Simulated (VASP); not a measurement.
Runs of VASP 6.6.1 on Al. The structure is that of space group P6_3/mmc (No. 194), or close to it. The cells are those of the table. 

```tsv
cell	gap on the mesh (eV)	pressure (GPa)
a = 2.886, b = 2.886, c = 4.993 Å, angles 90.0, 90.0, 120.0°, 2 atoms	none	(b)
a = 2.735, b = 2.735, c = 4.733 Å, angles 90.0, 90.0, 120.0°, 2 atoms	none	3.6
a = 2.812, b = 2.812, c = 4.867 Å, angles 90.0, 90.0, 120.0°, 2 atoms	none	-3.1
a = 2.774, b = 2.774, c = 4.801 Å, angles 90.0, 90.0, 120.0°, 2 atoms	none	-0.1
a = 2.849, b = 2.849, c = 4.931 Å, angles 90.0, 90.0, 120.0°, 2 atoms	none	(a)
```

Alike in all rows: task single point; level LDA; potentials or basis VASP PAW LDA potentials, release 64 (Al); no spin polarisation; k mesh 12 × 12 × 6; cutoff (eV) 520; smearing fermi-dirac 0.1 eV.

Fill in the values left out.

(a) -5.4; (b) -7.2.

A gap of «none» marks levels without a gap at the run's occupations.
